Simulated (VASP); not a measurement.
# In3PN2 (Imm2) in VASP: single point with PBE

Aim: the single point of In3PN2 with PBE.

Program: VASP 6.6.1. These are calculated values, not measurements. Logs are shortened: lines on timing, memory, paths and dates and some standing lists are left out, and cuts for length are marked.

### 1 The cell of the first run

Symmetry: Imm2, No. 44, orthorhombic system. Conventional cell: a = 3.765 Å, b = 11.373 Å, c = 5.330 Å, α = 90.00°, β = 90.00°, γ = 90.00°. Within 2.9 Å of In (site symmetry m) lie 3 N at 2.19 to 2.23 Å and 1 P at 2.56 Å. Within 2.9 Å of In (site symmetry mm2) lie 2 N at 2.20 Å and 2 P at 2.52 Å. Within 3.3 Å of P (site symmetry mm2) lie 4 In at 2.52 to 2.56 Å. Within 2.9 Å of N (site symmetry m) lie 4 In at 2.19 to 2.23 Å.

### 2 Single point, PBE

Input file INCAR:

```
ALGO = Normal
EDIFF = 1E-7
ENCUT = 520
GGA = PE
ISIF = 2
ISMEAR = 0
LASPH = True
LCHARG = False
LREAL = False
LWAVE = False
NBANDS = 36
NELM = 80
PREC = Accurate
SIGMA = 0.1
```

Input file KPOINTS:

```
k-points
0
Gamma
  10 10 10
```

Input file POSCAR:

```
In3PN2
1.0
   -1.8826125992      5.6866066508      2.6651352624
    1.8826125992     -5.6866066508      2.6651352624
    1.8826125992      5.6866066508     -2.6651352624
In P N
3 1 2
Direct
    0.9670637008      0.1524944108      0.8145692900
    0.3379251207      0.1524944108      0.1854307100
    0.5676695228      0.0676695228      0.5000000000
    0.8811518462      0.8811518462      0.0000000000
    0.2041350355      0.8758658848      0.3282691506
    0.5475967342      0.8758658848      0.6717308494
```

Potentials or basis: VASP PAW PBE potentials, release 64 (In_d, P, N).

On the command line:

```
> cat potpaw_PBE.64/In_d/POTCAR potpaw_PBE.64/P/POTCAR potpaw_PBE.64/N/POTCAR > POTCAR
> mpirun -np 1 vasp_std > vasp.out
```

OUTCAR:

```text
EDIFF = 1E-7
   ENCUT = 520
   GGA = PE
   ISIF = 2
   ISMEAR = 0
   LASPH = True
   LREAL = False
   NELM = 80
   PREC = Accurate

 ion  position               nearest neighbor table
   1  0.967  0.152  0.815-   6 2.19   5 2.23   5 2.23   4 2.56   2 3.58   2 3.58   2 3.58   2 3.58
                             3 3.59   3 3.59   3 3.61
   2  0.338  0.152  0.185-   5 2.19   6 2.23   6 2.23   4 2.56   1 3.58   1 3.58   1 3.58   1 3.58
                             3 3.59   3 3.59   3 3.61
   3  0.568  0.068  0.500-   5 2.20   6 2.20   4 2.52   4 2.52   2 3.59   2 3.59   1 3.59   1 3.59
                             1 3.61   2 3.61
   4  0.881  0.881  0.000-   3 2.52   3 2.52   2 2.56   1 2.56
   5  0.204  0.876  0.328-   2 2.19   3 2.20   1 2.23   1 2.23
   6  0.548  0.876  0.672-   1 2.19   3 2.20   2 2.23   2 2.23

  LATTYP: Found a body centered orthorhombic cell.
 ALAT       =     3.7652251984
 B/A-ratio  =     1.4156578276
 C/A-ratio  =     3.0205931126

  Lattice vectors:

 A1 = (   1.8826125992,  -5.6866066508,  -2.6651352624)
 A2 = (  -1.8826125992,  -5.6866066508,   2.6651352624)
 A3 = (  -1.8826125992,   5.6866066508,  -2.6651352624)

Analysis of symmetry for initial positions (statically):
=====================================================================
 Subroutine PRICEL returns:
 Original cell was already a primitive cell.

 Routine SETGRP: Setting up the symmetry group for a
 body centered orthorhombic supercell.

 Subroutine GETGRP returns: Found  4 space group operations
 (whereof  4 operations were pure point group operations)
 out of a pool of  8 trial point group operations.

The static configuration has the point symmetry C_2v.

Analysis of symmetry for dynamics (positions and initial velocities):
=====================================================================
 Subroutine PRICEL returns:
 Original cell was already a primitive cell.

 Routine SETGRP: Setting up the symmetry group for a
 body centered orthorhombic supercell.

 Subroutine GETGRP returns: Found  4 space group operations
 (whereof  4 operations were pure point group operations)
 out of a pool of  8 trial point group operations.

The dynamic configuration has the point symmetry C_2v.

 Subroutine INISYM returns: Found  4 space group operations
 (whereof  4 operations are pure point group operations),
 and found     1 'primitive' translations

----------------------------------------------------------------------------------------

                                     Primitive cell

  volume of cell :     114.1283

  direct lattice vectors                    reciprocal lattice vectors
    -1.882612599  5.686606651  2.665135262     0.000000000  0.087925899  0.187607739
     1.882612599 -5.686606651  2.665135262     0.265588364  0.000000000  0.187607739
     1.882612599  5.686606651 -2.665135262     0.265588364  0.087925899  0.000000000

  length of vectors
     6.556269623  6.556269623  6.556269623     0.207189834  0.325167407  0.279764441

  position of ions in fractional coordinates (direct lattice)
     0.967063701  0.152494411  0.814569290
     0.337925121  0.152494411  0.185430710
     0.567669523  0.067669523  0.500000000
     0.881151846  0.881151846  0.000000000
     0.204135036  0.875865885  0.328269151
     0.547596734  0.875865885  0.671730849

  ion indices of the primitive-cell ions
   primitive index   ion index
                 1           1
                 2           2
                 3           3
                 4           4
                 5           5
                 6           6

----------------------------------------------------------------------------------------

 KPOINTS: k-points

Automatic generation of k-mesh.
 Grid dimensions read from file:
 generate k-points for:   10   10   10

 Generating k-lattice:

  Cartesian coordinates                     Fractional coordinates (reciprocal lattice)
     0.000000000  0.008792590  0.018760774     0.100000000  0.000000000  0.000000000
     0.026558836  0.000000000  0.018760774     0.000000000  0.100000000  0.000000000
     0.026558836  0.008792590  0.000000000     0.000000000  0.000000000  0.100000000

  Length of vectors
     0.020718983  0.032516741  0.027976444

  Shift w.r.t. Gamma in fractional coordinates (k-lattice)
     0.000000000  0.000000000  0.000000000

 Subroutine IBZKPT returns following result:
 ===========================================

 Found    171 irreducible k-points:

 Following reciprocal coordinates:
            Coordinates               Weight
  0.000000  0.000000  0.000000      1.000000
  0.100000 -0.000000  0.000000      4.000000
  0.200000 -0.000000  0.000000      4.000000
  0.300000  0.000000  0.000000      4.000000
  0.400000 -0.000000  0.000000      4.000000
  0.500000 -0.000000  0.000000      2.000000
[... 16 lines left out ...]
 -0.400000  0.200000  0.000000      8.000000
 -0.300000  0.200000  0.000000      8.000000
 [... further k-points ...]
   k-points           NKPTS =    171   k-points in BZ     NKDIM =    171   number of bands    NBANDS=     36
   number of dos      NEDOS =    301   number of ions     NIONS =      6
   total plane-waves  NPLWV = 125000
   dimension x,y,z NGX =    50 NGY =   50 NGZ =   50
   dimension x,y,z NGXF=   100 NGYF=  100 NGZF=  100
   ions per type =               3   1   2
   NGX,Y,Z   is equivalent  to a cutoff of  12.68, 12.68, 12.68 a.u.
   NGXF,Y,Z  is equivalent  to a cutoff of  25.36, 25.36, 25.36 a.u.
 SYSTEM =  unknown system
   PREC   = accura    normal or accurate (medium, high low for compatibility)
   ISTART =      0    job   : 0-new  1-cont  2-samecut
   ICHARG =      2    charge: 1-file 2-atom 10-const
   ISPIN  =      1    spin polarized calculation?
   LNONCOLLINEAR =      F non collinear calculations
   LSORBIT =      F    spin-orbit coupling
   LASPH  =      T    aspherical Exc in radial PAW
   ENCUT  =  520.0 eV  38.22 Ry    6.18 a.u.  12.19 12.19 12.19*2*pi/ulx,y,z
   NELM   =     80;   NELMIN=  2; NELMDL= -5     # of ELM steps
   EDIFF  = 0.1E-06   stopping-criterion for ELM
   LREAL  =      F    real-space projection
   EDIFFG = 0.1E-05   stopping-criterion for IOM
   NSW    =      0    number of steps for IOM
   IBRION =     -1    ionic relax: 0-MD 1-quasi-New 2-CG
   NFREE  =      0    steps in history (QN), initial steepest desc. (CG)
   ISIF   =      2    stress and relaxation
   ISYM   =      2    0-nonsym 1-usesym 2-fastsym
   POTIM  = 0.5000    time-step for ionic-motion
   TEBEG  =    0.0;   TEEND  =   0.0 temperature during run
   PSTRESS=    0.0 pullay stress
   NELECT =      54.0000    total number of electrons
   NUPDOWN=      -1.0000    fix difference up-down
   EMIN   =  10.00;   EMAX   =-10.00  energy-range for DOS
   EFERMI =   0.00;   METHOD = LEGACY
   ISMEAR =     0;   SIGMA  =   0.10  broadening in eV -4-tet -1-fermi 0-gaus
   EFERMI_NEDOS =   21; number of points for ismear=-14 and -15
   IALGO  =     38    algorithm
   IMIX   =      4    mixing-type and parameters
     AMIX     =   0.40;   BMIX     =  1.00
     AMIX_MAG =   1.60;   BMIX_MAG =  1.00
  volume/ion in A,a.u.               =      19.02       128.36
  Fermi-wavevector in a.u.,A,eV,Ry     =   1.275680  2.410685 22.141557  1.627359
  Thomas-Fermi vector in A             =   2.408378
   LORBIT       =      0    0 simple, 1 ext, 2 COOP (PROOUT), +10 PAW based schemes
   GGA     = PE    functional components
   LHFCALC =     F    Hartree Fock is set to
   AEXX    =    0.0000 exact exchange contribution
   IVDW    =     0    specifies the selected vdW correction
   LEPSILON=     F    determine dielectric tensor
   LRPA    =     F    only Hartree local field effects (RPA)
 non-spin polarized calculation
 Gauss-broadening in eV      SIGMA  =   0.10
  energy-cutoff  :      520.00
  volume of cell :      114.13
 maximum number of plane-waves:      3102
 NGX is ok and might be reduce to    50
   NGX = 25   NGY = 25   NGZ = 25

 number of electron      54.0000000 magnetization

 Free energy of the ion-electron system (eV)
  ---------------------------------------------------
  ext. energy  EPLUGINS =         0.00000000
  ---------------------------------------------------
  free energy    TOTEN  =       -29.26894647 eV

  energy without entropy =      -29.26742191  energy(sigma->0) =      -29.26818419

 E-fermi :   6.3386     XC(G=0): -10.0586

 val. band max:        6.3008539885   @ k =   0.5000   0.5000   0.5000
 cond. band min:       6.4810516812   @ k =  -0.1000   0.1000  -0.0000
 fundamental gap:      0.1801976927
 Fermi energy:         6.3385753609

 k-point     1 :       0.0000    0.0000    0.0000
  band No.  band energies     occupation
      1      -9.0364      2.00000
      2      -9.0307      2.00000
      3      -8.0157      2.00000
      4      -7.9945      2.00000
      5      -7.9776      2.00000
      6      -7.9047      2.00000
[... 28 lines left out ...]
     35      13.0181      0.00000
     36      13.2866      0.00000

 k-point     2 :       0.1000   -0.0000    0.0000
  band No.  band energies     occupation
      1      -9.0440      2.00000
      2      -9.0253      2.00000
      3      -8.0141      2.00000
      4      -7.9894      2.00000
      5      -7.9831      2.00000
      6      -7.9058      2.00000
[... 28 lines left out ...]
     35      13.0460      0.00000
     36      13.3756      0.00000

 k-point     3 :       0.2000   -0.0000    0.0000
  band No.  band energies     occupation
      1      -9.0538      2.00000
      2      -9.0212      2.00000
      3      -8.0202      2.00000
      4      -7.9848      2.00000
      5      -7.9754      2.00000
      6      -7.9092      2.00000
[... 28 lines left out ...]
     35      13.0500      0.00000
     36      13.4601      0.00000

 k-point     4 :       0.3000    0.0000    0.0000
  band No.  band energies     occupation
      1      -9.0619      2.00000
      2      -9.0202      2.00000
      3      -8.0391      2.00000
      4      -7.9712      2.00000
      5      -7.9558      2.00000
      6      -7.9137      2.00000
[... 28 lines left out ...]
     35      12.8733      0.00000
     36      13.4852      0.00000

 k-point     5 :       0.4000   -0.0000    0.0000
  band No.  band energies     occupation
      1      -9.0671      2.00000
      2      -9.0209      2.00000
      3      -8.0554      2.00000
      4      -7.9550      2.00000
      5      -7.9375      2.00000
      6      -7.9181      2.00000
[... 655 lines left out ...]
 k-point    22 :       0.5000    0.2000    0.0000
  band No.  band energies     occupation
      1      -9.0766      2.00000
      2      -9.0202      2.00000
      3      -8.0726      2.00000
      4      -7.9595      2.00000
      5      -7.9421      2.00000
      6      -7.8995      2.00000
[... 28 lines left out ...]
     35      13.0167      0.00000
     36      13.3692      0.00000

 k-point    23 :      -0.4000    0.2000    0.0000
  band No.  band energies     occupation
      1      -9.0732      2.00000
      2      -9.0210      2.00000
      3      -8.0699      2.00000
      4      -7.9675      2.00000
      5      -7.9435      2.00000
      6      -7.8939      2.00000
[... 28 lines left out ...]
     35      13.0030      0.00000
     36      13.3809      0.00000

 k-point    24 :      -0.3000    0.2000    0.0000
  band No.  band energies     occupation
      1      -9.0675      2.00000
      2      -9.0242      2.00000
      3      -8.0626      2.00000
      4      -7.9778      2.00000
      5      -7.9454      2.00000
      6      -7.8860      2.00000
[... 28 lines left out ...]
     35      12.9442      0.00000
     36      13.1234      0.00000

 [... further k-points ...]
[... 5 lines left out ...]
  --------------------------------------------------------------------------------------
  -------------------------------------------------------------------------------------
  Total        0.0229306      0.0608326      0.0632843      0.0000000      0.0000000      0.0000000
  in kB        0.3219080      0.8539922      0.8884090      0.0000000      0.0000000      0.0000000
  external PRESSURE =       0.6881031 kB  Pullay stress =       0.0000000 kB

 VOLUME and BASIS-vectors are now :
 -----------------------------------------------------------------------------
  energy-cutoff  :      520.00
  volume of cell :      114.13
      direct lattice vectors                 reciprocal lattice vectors
    -1.882612599  5.686606651  2.665135262     0.000000000  0.087925899  0.187607739
     1.882612599 -5.686606651  2.665135262     0.265588364  0.000000000  0.187607739
     1.882612599  5.686606651 -2.665135262     0.265588364  0.087925899  0.000000000

 POSITION                                       TOTAL-FORCE (eV/Angst)
 -----------------------------------------------------------------------------------
      0.00000      9.26427      0.81284         0.000000      0.017814     -0.001416
      0.00000      2.10894      0.81284         0.000000     -0.017814     -0.001416
      0.00000      5.68661      0.36070        -0.000000     -0.000000      0.022577
      0.00000      0.00000      4.69678         0.000000     -0.000000     -0.002292
      1.88261     -1.95313      2.00347        -0.000000      0.000663     -0.008726
      1.88261      1.95313      2.00347         0.000000     -0.000663     -0.008726
 -----------------------------------------------------------------------------------
    total drift:                               -0.000001     -0.000001      0.001162

  FREE ENERGIE OF THE ION-ELECTRON SYSTEM (eV)
  ---------------------------------------------------
  free  energy   TOTEN  =       -29.2689464714 eV

  energy  without entropy=      -29.2674219095  energy(sigma->0) =      -29.26818419
```

It took 26 min on 1 thread of Intel Xeon Platinum 8259CL at 2.50GHz (Skylake/Cascade Lake), shared host; peak memory 0.76 GiB.

Results:

```
Free energy            : -29.2689 eV
Pressure               : 0.1 GPa
Largest force          : 0.023 eV/Å
Band gap on the k mesh : zero (band 27 reaches 6.30 eV, above the bottom of band 28 at 6.25 eV)
```

Forces on the atoms (eV/Å):
```
In   0.000  0.018 -0.001
In   0.000 -0.018 -0.001
In   0.000  0.000  0.023
P    0.000  0.000 -0.002
N    0.000  0.001 -0.009
N    0.000 -0.001 -0.009
```

Levels at points of the mesh, in eV from the Fermi level:
```csv
k point,band 25,band 26,band 27,band 28,band 29,band 30
"(0.00, 0.00, 0.00)",-1.01,-0.73,-0.72,-0.05,2.70,3.37
"(0.50, 0.00, 0.00)",-1.71,-1.40,-0.28,0.99,2.18,3.49
"(0.00, 0.50, 0.00)",-2.37,-1.51,-1.41,1.31,3.63,3.75
"(0.50, 0.50, 0.00)",-2.66,-2.23,-1.74,1.56,2.95,3.19
"(0.50, 0.50, 0.50)",-1.93,-1.49,-0.04,0.91,1.83,3.17
```

Caveat: spin-orbit coupling is left out, which moves the levels of the heavy elements.
